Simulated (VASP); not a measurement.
# SnO (P4/nmm) in VASP: a series of runs, part 2 of 3

VASP 6.6.1.

## 4. Single point, PBEsol+D3(BJ) (16.70 Å³/atom)

This run uses another cell than the first one, of 16.70 Å³/atom.

INCAR reads:

```
  ALGO = Normal
  EDIFF = 1E-6
  ENCUT = 520
  GGA = PS
  ISIF = 2
  ISMEAR = 0
  IVDW = 12
  LASPH = True
  LCHARG = False
  LREAL = False
  LWAVE = False
  NBANDS = 28
  NELM = 80
  PREC = Accurate
  SIGMA = 0.1
```

KPOINTS reads:

```
k-points
0
Gamma
  12 12 10
```

POSCAR reads:

```
SnO
1.0
    3.7907721170      0.0000000000      0.0000000000
    0.0000000000      3.7907721170      0.0000000000
    0.0000000000      0.0000000000      4.6499644260
Sn O
2 2
Direct
    0.5000000000      0.0000000000      0.2479501848
    0.0000000000      0.5000000000      0.7520498152
    0.0000000000      0.0000000000      0.0000000000
    0.5000000000      0.5000000000      0.0000000000
```

Potentials or basis: VASP PAW PBE potentials, release 64 (Sn_d, O).

The run is started by

```console
$ cat potpaw_PBE.64/Sn_d/POTCAR potpaw_PBE.64/O/POTCAR > POTCAR
$ mpirun -np 1 vasp_std > vasp.out
```

OUTCAR:

```text
EDIFF = 1E-6
   ENCUT = 520
   GGA = PS
   ISIF = 2
   ISMEAR = 0
   IVDW = 12
   LASPH = True
   LREAL = False
   NELM = 80
   PREC = Accurate
 IVDW          = 12

 ion  position               nearest neighbor table
   1  0.500  0.000  0.248-   3 2.22   4 2.22   4 2.22   3 2.22   2 3.54   2 3.54   2 3.54   2 3.54
                             2 3.56   2 3.56   2 3.56   2 3.56
   2  0.000  0.500  0.752-   3 2.22   4 2.22   3 2.22   4 2.22   1 3.54   1 3.54   1 3.54   1 3.54
                             1 3.56   1 3.56   1 3.56   1 3.56
   3  0.000  0.000  0.000-   1 2.22   2 2.22   2 2.22   1 2.22
   4  0.500  0.500  0.000-   1 2.22   2 2.22   1 2.22   2 2.22

  LATTYP: Found a simple tetragonal cell.
 ALAT       =     3.7907721170
 C/A-ratio  =     1.2266536427

  Lattice vectors:

 A1 = (   3.7907721170,   0.0000000000,   0.0000000000)
 A2 = (   0.0000000000,   3.7907721170,   0.0000000000)
 A3 = (   0.0000000000,   0.0000000000,   4.6499644260)

Analysis of symmetry for initial positions (statically):
=====================================================================
 Subroutine PRICEL returns:
 Original cell was already a primitive cell.

 Routine SETGRP: Setting up the symmetry group for a
 simple tetragonal supercell.

 Subroutine GETGRP returns: Found 16 space group operations
 (whereof  8 operations were pure point group operations)
 out of a pool of 16 trial point group operations.

The static configuration has the point symmetry D_2d.
 The point group associated with its full space group is D_4h.

Analysis of symmetry for dynamics (positions and initial velocities):
=====================================================================
 Subroutine PRICEL returns:
 Original cell was already a primitive cell.

 Routine SETGRP: Setting up the symmetry group for a
 simple tetragonal supercell.

 Subroutine GETGRP returns: Found 16 space group operations
 (whereof  8 operations were pure point group operations)
 out of a pool of 16 trial point group operations.

The dynamic configuration has the point symmetry D_2d.
 The point group associated with its full space group is D_4h.

 Subroutine INISYM returns: Found 16 space group operations
 (whereof  8 operations are pure point group operations),
 and found     1 'primitive' translations

----------------------------------------------------------------------------------------

                                     Primitive cell

  volume of cell :      66.8198

  direct lattice vectors                    reciprocal lattice vectors
     3.790772117  0.000000000  0.000000000     0.263798500  0.000000000  0.000000000
     0.000000000  3.790772117  0.000000000     0.000000000  0.263798500  0.000000000
     0.000000000  0.000000000  4.649964426     0.000000000  0.000000000  0.215055409

  length of vectors
     3.790772117  3.790772117  4.649964426     0.263798500  0.263798500  0.215055409

  position of ions in fractional coordinates (direct lattice)
     0.500000000  0.000000000  0.247950185
     0.000000000  0.500000000  0.752049815
     0.000000000  0.000000000  0.000000000
     0.500000000  0.500000000  0.000000000

  ion indices of the primitive-cell ions
   primitive index   ion index
[... 28 lines left out ...]

 Found    168 irreducible k-points:

 Following reciprocal coordinates:
            Coordinates               Weight
  0.000000  0.000000  0.000000      1.000000
  0.083333  0.000000  0.000000      4.000000
  0.166667  0.000000  0.000000      4.000000
  0.250000  0.000000  0.000000      4.000000
  0.333333  0.000000  0.000000      4.000000
  0.416667  0.000000  0.000000      4.000000
[... 16 lines left out ...]
  0.333333  0.333333  0.000000      4.000000
  0.416667  0.333333  0.000000      8.000000
 [... further k-points ...]
   k-points           NKPTS =    168   k-points in BZ     NKDIM =    168   number of bands    NBANDS=     28
   number of dos      NEDOS =    301   number of ions     NIONS =      4
   total plane-waves  NPLWV =  28224
   dimension x,y,z NGX =    28 NGY =   28 NGZ =   36
   dimension x,y,z NGXF=    56 NGYF=   56 NGZF=   72
   ions per type =               2   2
   NGX,Y,Z   is equivalent  to a cutoff of  12.28, 12.28, 12.87 a.u.
   NGXF,Y,Z  is equivalent  to a cutoff of  24.56, 24.56, 25.74 a.u.
 SYSTEM =  unknown system
   PREC   = accura    normal or accurate (medium, high low for compatibility)
   ISTART =      0    job   : 0-new  1-cont  2-samecut
   ICHARG =      2    charge: 1-file 2-atom 10-const
   ISPIN  =      1    spin polarized calculation?
   LNONCOLLINEAR =      F non collinear calculations
   LSORBIT =      F    spin-orbit coupling
   LASPH  =      T    aspherical Exc in radial PAW
   ENCUT  =  520.0 eV  38.22 Ry    6.18 a.u.   7.05  7.05  8.65*2*pi/ulx,y,z
   NELM   =     80;   NELMIN=  2; NELMDL= -5     # of ELM steps
   EDIFF  = 0.1E-05   stopping-criterion for ELM
   LREAL  =      F    real-space projection
   EDIFFG = 0.1E-04   stopping-criterion for IOM
   NSW    =      0    number of steps for IOM
   IBRION =     -1    ionic relax: 0-MD 1-quasi-New 2-CG
   NFREE  =      0    steps in history (QN), initial steepest desc. (CG)
   ISIF   =      2    stress and relaxation
   ISYM   =      2    0-nonsym 1-usesym 2-fastsym
   POTIM  = 0.5000    time-step for ionic-motion
   TEBEG  =    0.0;   TEEND  =   0.0 temperature during run
   PSTRESS=    0.0 pullay stress
   NELECT =      40.0000    total number of electrons
   NUPDOWN=      -1.0000    fix difference up-down
   EMIN   =  10.00;   EMAX   =-10.00  energy-range for DOS
   EFERMI =   0.00;   METHOD = LEGACY
   ISMEAR =     0;   SIGMA  =   0.10  broadening in eV -4-tet -1-fermi 0-gaus
   EFERMI_NEDOS =   21; number of points for ismear=-14 and -15
   IALGO  =     38    algorithm
   IMIX   =      4    mixing-type and parameters
     AMIX     =   0.40;   BMIX     =  1.00
     AMIX_MAG =   1.60;   BMIX_MAG =  1.00
  volume/ion in A,a.u.               =      16.70       112.73
  Fermi-wavevector in a.u.,A,eV,Ry     =   1.379727  2.607306 25.900685  1.903647
  Thomas-Fermi vector in A             =   2.504670
   LORBIT       =      0    0 simple, 1 ext, 2 COOP (PROOUT), +10 PAW based schemes
   GGA     = PS    functional components
   LHFCALC =     F    Hartree Fock is set to
   AEXX    =    0.0000 exact exchange contribution
   IVDW    =    12    specifies the selected vdW correction
   LEPSILON=     F    determine dielectric tensor
   LRPA    =     F    only Hartree local field effects (RPA)
 non-spin polarized calculation
 Gauss-broadening in eV      SIGMA  =   0.10
  energy-cutoff  :      520.00
  volume of cell :       66.82
 maximum number of plane-waves:      1828
   NGX = 15   NGY = 15   NGZ = 17

 number of electron      40.0000005 magnetization

 Free energy of the ion-electron system (eV)
  ---------------------------------------------------
  ext. energy  EPLUGINS =         0.00000000
  ---------------------------------------------------
  free energy    TOTEN  =       -24.20752675 eV

  energy without entropy =      -24.20617104  energy(sigma->0) =      -24.20684890

 E-fermi :   7.6095     XC(G=0): -10.7636

 val. band max:        7.5996365405   @ k =   0.0833   0.0833   0.0000
 cond. band min:       7.6454988402   @ k =   0.4167   0.4167   0.0000
 fundamental gap:      0.0458622996
 Fermi energy:         7.6094953308

 k-point     1 :       0.0000    0.0000    0.0000
  band No.  band energies     occupation
      1     -14.4082      2.00000
      2     -13.9537      2.00000
      3     -13.9537      2.00000
      4     -13.9352      2.00000
      5     -13.8976      2.00000
      6     -13.8969      2.00000
[... 733 lines left out ...]
     27      15.1983      0.00000
     28      15.7485      0.00000

 [... further k-points ...]

------------------------ aborting loop because EDIFF is reached ----------------------------------------

 Edisp (eV)   -0.90525

 E8    (eV) :    -0.5989

  FORCE on cell =-STRESS in cart. coord.  units (eV):
  Direction    XX          YY          ZZ          XY          YZ          ZX
  --------------------------------------------------------------------------------------
  -------------------------------------------------------------------------------------
  Total      -0.41095    -0.41095    -0.38845     0.00000     0.00000     0.00000
  in kB      -9.85350    -9.85350    -9.31410     0.00000     0.00000     0.00000
  external pressure =       -9.67 kB  Pullay stress =        0.00 kB

 VOLUME and BASIS-vectors are now :
 -----------------------------------------------------------------------------
  energy-cutoff  :      520.00
  volume of cell :       66.82
      direct lattice vectors                 reciprocal lattice vectors
     3.790772117  0.000000000  0.000000000     0.263798500  0.000000000  0.000000000
     0.000000000  3.790772117  0.000000000     0.000000000  0.263798500  0.000000000
     0.000000000  0.000000000  4.649964426     0.000000000  0.000000000  0.215055409

 POSITION                                       TOTAL-FORCE (eV/Angst)
 -----------------------------------------------------------------------------------
      1.89539      0.00000      1.15296         0.000000     -0.000000      0.083796
      0.00000      1.89539      3.49700         0.000000     -0.000000     -0.083796
      0.00000      0.00000      0.00000         0.000000      0.000000     -0.000000
      1.89539      1.89539      0.00000         0.000000     -0.000000     -0.000000
 -----------------------------------------------------------------------------------
    total drift:                                0.000000      0.000000      0.000000

  FREE ENERGIE OF THE ION-ELECTRON SYSTEM (eV)
  ---------------------------------------------------
  free  energy   TOTEN  =       -25.1127761481 eV

  energy  without entropy=      -25.1114204381  energy(sigma->0) =      -25.11209829
```

OSZICAR:

```text
N       E                     dE             d eps       ncg     rms          rms(c)
DAV:   1     0.413404772292E+03    0.41340E+03   -0.19939E+04  9740   0.222E+03
DAV:   2     0.338520145170E+02   -0.37955E+03   -0.36471E+03  9832   0.542E+02
DAV:   3    -0.245700832119E+02   -0.58422E+02   -0.57263E+02 10648   0.179E+02
DAV:   4    -0.273273918540E+02   -0.27573E+01   -0.27432E+01 10832   0.412E+01
DAV:   5    -0.273918185943E+02   -0.64427E-01   -0.64417E-01 10296   0.680E+00    0.108E+01
DAV:   6    -0.242683238472E+02    0.31235E+01   -0.13874E+01 15296   0.429E+01    0.480E+00
DAV:   7    -0.242417278392E+02    0.26596E-01   -0.17256E+00 10948   0.799E+00    0.240E+00
DAV:   8    -0.242171927535E+02    0.24535E-01   -0.27304E-01 11488   0.341E+00    0.752E-01
DAV:   9    -0.242069270003E+02    0.10266E-01   -0.41213E-02 15204   0.224E+00    0.211E-01
DAV:  10    -0.242077697692E+02   -0.84277E-03   -0.59795E-03 13224   0.757E-01    0.117E-01
DAV:  11    -0.242075124372E+02    0.25733E-03   -0.13323E-03 14488   0.357E-01    0.188E-02
DAV:  12    -0.242075327471E+02   -0.20310E-04   -0.18573E-04  9724   0.780E-02    0.260E-02
DAV:  13    -0.242075269486E+02    0.57985E-05   -0.19955E-05 12064   0.307E-02    0.288E-03
DAV:  14    -0.242075267524E+02    0.19614E-06   -0.15359E-06  7032   0.119E-02
   1 F= -.25112776E+02 E0= -.25112098E+02  d E =-.135571E-02
```

Run time: 6.6 min. Hardware: 1 thread of Intel Xeon 8259CL, shared host; peak memory 0.36 GiB.

Results:

* Free energy: -25.1128 eV
* Pressure: -1.0 GPa
* Largest force: 0.084 eV/Å
* Band gap on the k mesh: zero (bands 20 and 21 overlap by 0.28 eV)
* Dispersion energy per atom: -0.226 eV

Forces in eV/Å, atoms in the order of the input:
```
Sn   0.000  0.000  0.084
Sn   0.000  0.000 -0.084
O    0.000  0.000  0.000
O    0.000  0.000  0.000
```

Caveat: semilocal functionals underestimate gaps, and a narrow one can read as zero; the PAW data sets were made with another functional, which shifts forces and pressure a little; spin-orbit coupling is left out, which moves the levels of the heavy elements.

[end of part 2 of 3]

The gap in the log of VASP goes by the Fermi energy; the results here count the filled bands.